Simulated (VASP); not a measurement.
# Ti (P6/mmm) in VASP: notebook, part 3 of 3

VASP 6.6.1.

## Step 5: Relaxation of cell and atoms, r2SCAN

This run uses another cell than the first one, of 17.23 Å³/atom, 1.301 times its volume.

Input file POSCAR:

```
Ti
1.0
    4.6000000000      0.0000000000      0.0000000000
   -2.3000000000      3.9837200000      0.0000000000
    0.0000000000      0.0000000000      2.8200000000
Ti
3
Direct
    0.0000000000      0.0000000000      0.0000000000
    0.3333333333      0.6666666667      0.5000000000
    0.6666666667      0.3333333333      0.5000000000
```

Input file INCAR.step1:

```
SYSTEM = Ti
PREC = Accurate ; ENCUT = 600
ISMEAR = -1 ; SIGMA = 0.1
LREAL = .FALSE. ; LASPH = .TRUE.
NELM = 60 ; GGA = PE
ALGO = Normal ; EDIFF = 1E-4
LWAVE = .TRUE. ; LCHARG = .FALSE.
```

Input file INCAR.step2:

```
SYSTEM = Ti
PREC = Accurate ; ENCUT = 600
EDIFF = 1E-7 ; ISMEAR = -1
SIGMA = 0.1 ; LREAL = .FALSE.
LASPH = .TRUE. ; NELM = 60
ALGO = Normal ; ISIF = 3
LWAVE = .FALSE. ; LCHARG = .FALSE.
METAGGA = R2SCAN ; LMIXTAU = .TRUE.
IBRION = 2 ; NSW = 80
EDIFFG = -0.01 ; ISTART = 1
```

Input file KPOINTS:

```
regular mesh
0
G
  5 5 7
  0 0 0
```

Potentials or basis: VASP PAW PBE potentials, release 64 (Ti_sv).

On the command line:

```console
> cat potpaw_PBE.64/Ti_sv/POTCAR > POTCAR
> cp INCAR.step1 INCAR
> mpirun -np 1 vasp_std > vasp.out
> cp INCAR.step2 INCAR
> mpirun -np 1 vasp_std > vasp.out
```

OUTCAR:

```text
SYSTEM = Ti
   PREC = Accurate
   ENCUT = 600
   EDIFF = 1E-7
   ISMEAR = -1
   LREAL = .FALSE.
   LASPH = .TRUE.
   NELM = 60
   ISIF = 3
   METAGGA = R2SCAN
   IBRION = 2
   NSW = 80
   EDIFFG = -0.01
   ISTART = 1

 ion  position               nearest neighbor table
   1  0.000  0.000  0.000-
   2  0.333  0.667  0.500-   3 2.66   3 2.66   3 2.66
   3  0.667  0.333  0.500-   2 2.66   2 2.66   2 2.66

  LATTYP: Found a hexagonal cell.
 ALAT       =     4.6000000000
 C/A-ratio  =     0.6130434783

  Lattice vectors:

 A1 = (   4.6000000000,   0.0000000000,   0.0000000000)
 A2 = (  -2.3000000000,   3.9837200000,   0.0000000000)
 A3 = (   0.0000000000,   0.0000000000,   2.8200000000)

Analysis of symmetry for initial positions (statically):
=====================================================================
 Subroutine PRICEL returns:
 Original cell was already a primitive cell.

 Routine SETGRP: Setting up the symmetry group for a
 hexagonal supercell.

 Subroutine GETGRP returns: Found 24 space group operations
 (whereof 24 operations were pure point group operations)
 out of a pool of 24 trial point group operations.

The static configuration has the point symmetry D_6h.

Analysis of symmetry for dynamics (positions and initial velocities):
=====================================================================
 Subroutine PRICEL returns:
 Original cell was already a primitive cell.

 Routine SETGRP: Setting up the symmetry group for a
 hexagonal supercell.

 Subroutine GETGRP returns: Found 24 space group operations
 (whereof 24 operations were pure point group operations)
 out of a pool of 24 trial point group operations.

The dynamic configuration has the point symmetry D_6h.

 Subroutine INISYM returns: Found 24 space group operations
 (whereof 24 operations are pure point group operations),
 and found     1 'primitive' translations

----------------------------------------------------------------------------------------

                                     Primitive cell

  volume of cell :      51.6768

  direct lattice vectors                    reciprocal lattice vectors
     4.600000000  0.000000000  0.000000000     0.217391304  0.125510829  0.000000000
    -2.300000000  3.983720000  0.000000000     0.000000000  0.251021658  0.000000000
     0.000000000  0.000000000  2.820000000     0.000000000  0.000000000  0.354609929

  length of vectors
     4.600000000  4.600002722  2.820000000     0.251021807  0.251021658  0.354609929

  position of ions in fractional coordinates (direct lattice)
     0.000000000  0.000000000  0.000000000
     0.333333333  0.666666667  0.500000000
     0.666666667  0.333333333  0.500000000

  ion indices of the primitive-cell ions
   primitive index   ion index
                 1           1
                 2           2
                 3           3

----------------------------------------------------------------------------------------

 KPOINTS: regular mesh

Automatic generation of k-mesh.
 Grid dimensions read from file:
 generate k-points for:    5    5    7

 Generating k-lattice:

  Cartesian coordinates                     Fractional coordinates (reciprocal lattice)
     0.043478261  0.025102166  0.000000000     0.200000000  0.000000000  0.000000000
     0.000000000  0.050204332  0.000000000     0.000000000  0.200000000  0.000000000
     0.000000000  0.000000000  0.050658561     0.000000000  0.000000000  0.142857143

  Length of vectors
     0.050204361  0.050204332  0.050658561

  Shift w.r.t. Gamma in fractional coordinates (k-lattice)
     0.000000000  0.000000000  0.000000000

 Subroutine IBZKPT returns following result:
 ===========================================

 Found     20 irreducible k-points:

 Following reciprocal coordinates:
            Coordinates               Weight
  0.000000  0.000000  0.000000      1.000000
  0.200000  0.000000  0.000000      6.000000
  0.400000  0.000000  0.000000      6.000000
  0.200000  0.200000  0.000000      6.000000
  0.400000  0.200000  0.000000      6.000000
  0.000000  0.000000  0.142857      2.000000
[... 12 lines left out ...]
  0.200000  0.200000  0.428571     12.000000
  0.400000  0.200000  0.428571     12.000000
   k-points           NKPTS =     20   k-points in BZ     NKDIM =     20   number of bands    NBANDS=     22
   number of dos      NEDOS =    301   number of ions     NIONS =      3
   total plane-waves  NPLWV =  38400
   dimension x,y,z NGX =    40 NGY =   40 NGZ =   24
   dimension x,y,z NGXF=    80 NGYF=   80 NGZF=   48
   ions per type =               3
   NGX,Y,Z   is equivalent  to a cutoff of  14.46, 14.46, 14.15 a.u.
   NGXF,Y,Z  is equivalent  to a cutoff of  28.91, 28.91, 28.30 a.u.
 SYSTEM =  Ti
   PREC   = accura    normal or accurate (medium, high low for compatibility)
   ISTART =      1    job   : 0-new  1-cont  2-samecut
   ICHARG =      0    charge: 1-file 2-atom 10-const
   ISPIN  =      1    spin polarized calculation?
   LNONCOLLINEAR =      F non collinear calculations
   LSORBIT =      F    spin-orbit coupling
   LASPH  =      T    aspherical Exc in radial PAW
   ENCUT  =  600.0 eV  44.10 Ry    6.64 a.u.   9.19  9.19  5.63*2*pi/ulx,y,z
   NELM   =     60;   NELMIN=  2; NELMDL=  0     # of ELM steps
   EDIFF  = 0.1E-06   stopping-criterion for ELM
   LREAL  =      F    real-space projection
   EDIFFG = -.1E-01   stopping-criterion for IOM
   NSW    =     80    number of steps for IOM
   IBRION =      2    ionic relax: 0-MD 1-quasi-New 2-CG
   NFREE  =      1    steps in history (QN), initial steepest desc. (CG)
   ISIF   =      3    stress and relaxation
   ISYM   =      2    0-nonsym 1-usesym 2-fastsym
   POTIM  = 0.5000    time-step for ionic-motion
   TEBEG  =    0.0;   TEEND  =   0.0 temperature during run
   PSTRESS=    0.0 pullay stress
   NELECT =      36.0000    total number of electrons
   NUPDOWN=      -1.0000    fix difference up-down
   EMIN   =  10.00;   EMAX   =-10.00  energy-range for DOS
   EFERMI =   0.00;   METHOD = LEGACY
   ISMEAR =    -1;   SIGMA  =   0.10  broadening in eV -4-tet -1-fermi 0-gaus
   EFERMI_NEDOS =   21; number of points for ismear=-14 and -15
   IALGO  =     38    algorithm
   IMIX   =      4    mixing-type and parameters
     AMIX     =   0.40;   BMIX     =  1.00
     AMIX_MAG =   1.60;   BMIX_MAG =  1.00
  volume/ion in A,a.u.               =      17.23       116.24
  Fermi-wavevector in a.u.,A,eV,Ry     =   1.451255  2.742474 28.655792  2.106141
  Thomas-Fermi vector in A             =   2.568773
   LORBIT       =      0    0 simple, 1 ext, 2 COOP (PROOUT), +10 PAW based schemes
   METAGGA = R2SCAN    functional components
   LHFCALC =     F    Hartree Fock is set to
   AEXX    =    0.0000 exact exchange contribution
   IVDW    =     0    specifies the selected vdW correction
   LEPSILON=     F    determine dielectric tensor
   LRPA    =     F    only Hartree local field effects (RPA)
 conjugate gradient relaxation of ions
 non-spin polarized calculation
  energy-cutoff  :      600.00
  volume of cell :       51.68
 maximum number of plane-waves:      1757
 NGX is ok and might be reduce to    40
   NGX = 19   NGY = 19   NGZ = 11

--------------------------------------- Ionic step        1  -------------------------------------------

 number of electron      35.9999997 magnetization

 Free energy of the ion-electron system (eV)
  ---------------------------------------------------
  ext. energy  EPLUGINS =         0.00000000
  ---------------------------------------------------
  free energy    TOTEN  =       -38.93282314 eV

  energy without entropy =      -38.83976280  energy(sigma->0) =      -38.88629297

------------------------ aborting loop because EDIFF is reached ----------------------------------------

  FORCE on cell =-STRESS in cart. coord.  units (eV):
  Direction    XX          YY          ZZ          XY          YZ          ZX
  --------------------------------------------------------------------------------------
  -------------------------------------------------------------------------------------
  Total       -0.4229068     -0.4229074      0.1583952      0.0000000      0.0000000     -0.0000000
  in kB      -13.1117146    -13.1117352      4.9108516      0.0000000      0.0000000     -0.0000000
  external PRESSURE =      -7.1041994 kB  Pullay stress =       0.0000000 kB
[... 133 lines left out ...]
  energy  without entropy=      -38.8430933428  energy(sigma->0) =      -38.88925778

--------------------------------------- Ionic step        5  -------------------------------------------

 number of electron      35.9999997 magnetization

 Free energy of the ion-electron system (eV)
  ---------------------------------------------------
  ext. energy  EPLUGINS =         0.00000000
  ---------------------------------------------------
  free energy    TOTEN  =       -38.93544848 eV

  energy without entropy =      -38.84313452  energy(sigma->0) =      -38.88929150

 E-fermi :   8.4053     XC(G=0): -12.4769

 val. band max:        8.4037842480   @ k =   0.4000   0.2000   0.2857
 cond. band min:       8.4404078110   @ k =   0.4000   0.0000   0.0000
 fundamental gap:      0.0366235629
 Fermi energy:         8.4053164010

 k-point     1 :       0.0000    0.0000    0.0000
  band No.  band energies     occupation
      1     -50.8026      2.00000
      2     -50.5712      2.00000
      3     -50.4075      2.00000
      4     -26.0669      2.00000
      5     -26.0668      2.00000
      6     -26.0131      2.00000
[... 519 lines left out ...]
  FREE ENERGIE OF THE ION-ELECTRON SYSTEM (eV)
  ---------------------------------------------------
  free  energy   TOTEN  =       -38.9354484823 eV

  energy  without entropy=      -38.8431345152  energy(sigma->0) =      -38.88929150

 reached required accuracy - stopping structural energy minimisation
```

Run time: 4 min. Hardware: 1 thread of Intel Xeon 6975P-C (Granite Rapids), shared host; peak memory 0.21 GiB.

Results:

```yaml
Free_energy: -38.9354 eV
Relaxed_volume: 17.11 Å³/atom
Relaxed_cell: a = 4.575 Å, b = 4.575 Å, c = 2.831 Å, α = 90.00°, β = 90.00°, γ = 120.00°
Space_group_after_relaxing_to_0.05_Å: P6/mmm (No. 191)
Energy_gained_by_relaxing: 0.9 meV/atom
Ionic_steps: 5
Pressure_after_relaxing: 0.0 GPa
Band_gap_on_the_k_mesh: zero (band 18 reaches 8.44 eV, above the bottom of band 19 at 8.40 eV)
```

The path:
| step | energy change (eV) | largest force (eV/Å) | pressure (GPa) | volume (Å³) |
| --- | --- | --- | --- | --- |
| 1 | 0.0000 | 0.0000 | -0.71 | 51.68 |
| 2 | -0.0023 | 0.0000 | 0.50 | 51.11 |
| 3 | -0.0025 | 0.0000 | 0.24 | 51.23 |
| 4 | -0.0026 | 0.0000 | -0.09 | 51.36 |
| 5 | -0.0026 | 0.0000 | 0.00 | 51.32 |

Final structure:
```
CELL_PARAMETERS angstrom
4.57517 0.00000 0.00000
-2.28758 3.96221 0.00000
0.00000 0.00000 2.83120
ATOMIC_POSITIONS crystal
Ti 0.00000 0.00000 0.00000
Ti 0.33333 0.66667 0.50000
Ti 0.66667 0.33333 0.50000
```

Levels at points of the mesh, in eV from the Fermi level:
| k point | band 15 | band 16 | band 17 | band 18 | band 19 | band 20 | band 21 | band 22 |
| --- | --- | --- | --- | --- | --- | --- | --- | --- |
| (0.00, 0.00, 0.00) | -0.75 | -0.75 | -0.72 | -0.72 | 0.06 | 0.87 | 1.48 | 1.48 |

Caveat: the PAW data sets were made with another functional, which shifts forces and pressure a little.

## Step 6: Relaxation of cell and atoms, r2SCAN, target pressure 15 GPa, at which the enthalpy is minimised

This run uses another cell than the first one, of 17.23 Å³/atom, 1.301 times its volume.

POSCAR is that of step 5.

Input file INCAR.step1:

```
SYSTEM = Ti
ALGO = Normal
EDIFF = 1E-4
ENCUT = 600
GGA = PE
ISMEAR = -1
LASPH = .TRUE.
LCHARG = .FALSE.
LREAL = .FALSE.
LWAVE = .TRUE.
NELM = 80
PREC = Accurate
SIGMA = 0.1
```

Input file INCAR.step2:

```
SYSTEM = Ti
ALGO = Normal
EDIFF = 1E-6
EDIFFG = -0.01
ENCUT = 600
IBRION = 2
ISIF = 3
ISMEAR = -1
ISTART = 1
LASPH = .TRUE.
LCHARG = .FALSE.
LMIXTAU = .TRUE.
LREAL = .FALSE.
LWAVE = .FALSE.
METAGGA = R2SCAN
NELM = 80
NSW = 80
PREC = Accurate
PSTRESS = 150.0
SIGMA = 0.1
```

Input file KPOINTS:

```
k-points
0
G
  5 5 7
  0 0 0
```

Potentials or basis: VASP PAW PBE potentials, release 64 (Ti_sv).

On the command line:

```console
> cat potpaw_PBE.64/Ti_sv/POTCAR > POTCAR
> cp INCAR.step1 INCAR
> mpirun -np 1 vasp_std > vasp.out
> cp INCAR.step2 INCAR
> mpirun -np 1 vasp_std > vasp.out
```

Wall time 6.1 min (1 thread of Intel Xeon 6975P-C (Granite Rapids), shared host); peak memory 0.22 GiB.

The run converged. Its results:

| Property | Result |
| --- | --- |
| Free energy | -38.7090 eV |
| Relaxed volume | 15.37 Å³/atom |
| Relaxed cell | a = 4.405 Å, b = 4.405 Å, c = 2.743 Å, α = 90.00°, β = 90.00°, γ = 120.00° |
| Space group after relaxing (to 0.05 Å) | P6/mmm (No. 191) |
| Energy change on relaxing (the enthalpy is what falls) | +74.6 meV/atom |
| Ionic steps | 9 |
| Pressure after relaxing | 15.0 GPa |
| Band gap on the k mesh | zero (band 18 reaches 9.69 eV, above the bottom of band 19 at 9.56 eV) |

Step by step:
| step | energy change (eV) | largest force (eV/Å) | pressure (GPa) | volume (Å³) |
| --- | --- | --- | --- | --- |
| 1 | 0.0000 | 0.0000 | -0.71 | 51.68 |
| 2 | 1.2923 | 0.0000 | 44.12 | 40.05 |
| 3 | 0.2096 | 0.0000 | 14.53 | 46.29 |
| 4 | 0.2222 | 0.0000 | 14.93 | 46.15 |
| 5 | 0.2322 | 0.0000 | 15.31 | 46.04 |
| 6 | 0.2309 | 0.0000 | 15.28 | 46.03 |
| 7 | 0.2309 | 0.0000 | 15.28 | 46.03 |
| 8 | 0.2160 | 0.0000 | 14.76 | 46.19 |
| 9 | 0.2238 | 0.0000 | 14.98 | 46.10 |

Final structure:
```
Ti
1.0
     4.40523    0.00000    0.00000
    -2.20261    3.81504    0.00000
     0.00000    0.00000    2.74311
Ti
3
Direct
  0.00000 0.00000 0.00000
  0.33333 0.66667 0.50000
  0.66667 0.33333 0.50000
```

Levels at points of the mesh, in eV from the Fermi level:
| k point | band 14 | band 15 | band 16 | band 17 | band 18 | band 19 | band 20 | band 21 | band 22 |
| --- | --- | --- | --- | --- | --- | --- | --- | --- | --- |
| (0.00, 0.00, 0.00) | -2.32 | -0.78 | -0.78 | -0.74 | -0.74 | 0.13 | 0.97 | 1.62 | 1.62 |

Caveat: the cell is relaxed towards a set pressure, so the enthalpy falls and the energy may rise; the PAW data sets were made with another functional, which shifts forces and pressure a little.

## Step 7: Relaxation of cell and atoms, r2SCAN, target pressure 45 GPa, at which the enthalpy is minimised

This run uses another cell than the first one, of 17.23 Å³/atom, 1.301 times its volume.

POSCAR is that of step 6.

Input file INCAR.step1:

```
PREC = Accurate ; ENCUT = 600
ISMEAR = -1 ; SIGMA = 0.1
LREAL = False ; LASPH = True
NELM = 80 ; GGA = PE
ALGO = Normal ; EDIFF = 1E-4
LWAVE = True ; LCHARG = False
```

Input file INCAR.step2:

```
PREC = Accurate ; ENCUT = 600
EDIFF = 1E-7 ; ISMEAR = -1
SIGMA = 0.1 ; LREAL = False
LASPH = True ; NELM = 80
ALGO = Normal ; ISIF = 3
LWAVE = False ; LCHARG = False
METAGGA = R2SCAN ; LMIXTAU = True
IBRION = 2 ; NSW = 80
EDIFFG = -0.01 ; PSTRESS = 450.0
ISTART = 1
```

Input file KPOINTS:

```
regular mesh
0
Gamma
  5 5 7
```

On the command line:

```console
> cat potpaw_PBE.64/Ti_sv/POTCAR > POTCAR
> cp INCAR.step1 INCAR
> mpirun -np 1 vasp_std > vasp.out
> cp INCAR.step2 INCAR
> mpirun -np 1 vasp_std > vasp.out
```

Wall time 9.3 min (1 thread of Intel Xeon 6975P-C (Granite Rapids), shared host); peak memory 0.23 GiB.

The run converged. Its results:

* Free energy: -37.5996 eV
* Relaxed volume: 13.29 Å³/atom
* Relaxed cell: a = 4.185 Å, b = 4.185 Å, c = 2.630 Å, α = 90.00°, β = 90.00°, γ = 120.00°
* Space group after relaxing (to 0.05 Å): P6/mmm (No. 191)
* Energy change on relaxing (the enthalpy is what falls): +444.4 meV/atom
* Ionic steps: 10
* Pressure after relaxing: 45.0 GPa
* Band gap on the k mesh: zero (band 18 reaches 11.80 eV, above the bottom of band 19 at 11.27 eV)

The path:
| step | energy change (eV) | largest force (eV/Å) | pressure (GPa) | volume (Å³) |
| --- | --- | --- | --- | --- |
| 1 | 0.0000 | 0.0000 | -0.71 | 51.68 |
| 2 | 16.8915 | 0.0000 | 326.04 | 22.95 |
| 3 | 0.7925 | 0.0000 | 32.04 | 42.18 |
| 4 | 1.2055 | 0.0000 | 42.08 | 40.39 |
| 5 | 1.3370 | 0.0000 | 45.10 | 39.91 |
| 6 | 1.2772 | 0.0000 | 43.73 | 40.12 |
| 7 | 1.2814 | 0.0000 | 43.84 | 40.07 |
| 8 | 1.2817 | 0.0000 | 43.85 | 40.07 |
| 9 | 1.4187 | 0.0000 | 46.97 | 39.58 |
| 10 | 1.3332 | 0.0000 | 45.03 | 39.88 |

Final structure:
```
Ti
1.0
     4.18461    0.00000    0.00000
    -2.09230    3.62398    0.00000
     0.00000    0.00000    2.62972
Ti
3
Direct
  0.00000 0.00000 0.00000
  0.33333 0.66667 0.50000
  0.66667 0.33333 0.50000
```

Levels at points of the mesh, in eV from the Fermi level:
```tsv
k point	band 14	band 15	band 16	band 17	band 18	band 19	band 20	band 21	band 22
(0.00, 0.00, 0.00)	-2.89	-0.75	-0.75	-0.71	-0.71	0.22	1.12	1.81	1.81
```

Caveat: the cell is relaxed towards a set pressure, so the enthalpy falls and the energy may rise; the volume moved by over 15 % at a fixed basis, so the end points are rough; the PAW data sets were made with another functional, which shifts forces and pressure a little.

## Step 8: Overview

| task | cell | cutoff (eV) | gap on the mesh (eV) | pressure (GPa) |
| --- | --- | --- | --- | --- |
| single point | a = 4.178, b = 4.178, c = 2.629 Å, angles 90.0, 90.0, 120.0°, 3 atoms | 520 | none | 45.9 |
| single point | a = 4.399, b = 4.399, c = 2.741 Å, angles 90.0, 90.0, 120.0°, 3 atoms | 520 | none | 15.6 |
| single point | a = 4.569, b = 4.569, c = 2.828 Å, angles 90.0, 90.0, 120.0°, 3 atoms | 520 | none | 0.4 |
| relaxation of cell and atoms | relaxed from a = 4.600, b = 4.600, c = 2.820 Å, angles 90.0, 90.0, 120.0°, 3 atoms | 600 | none | 0.0 |
| relaxation of cell and atoms | relaxed to 15 GPa from a = 4.600, b = 4.600, c = 2.820 Å, angles 90.0, 90.0, 120.0°, 3 atoms | 600 | none | 15.0 |
| relaxation of cell and atoms | relaxed to 45 GPa from a = 4.600, b = 4.600, c = 2.820 Å, angles 90.0, 90.0, 120.0°, 3 atoms | 600 | none | 45.0 |

Alike in all rows: level r2SCAN; potentials or basis VASP PAW PBE potentials, release 64 (Ti_sv); no spin polarisation; k mesh 5 × 5 × 7; smearing fermi-dirac 0.1 eV.

Caveats: the PAW data sets were made with another functional, which shifts forces and pressure a little; the cell is relaxed towards a set pressure, so the enthalpy falls and the energy may rise (some runs); the volume moved by over 15 % at a fixed basis, so the end points are rough (some runs).

Absolute energies hang on the potentials; compare differences alone.
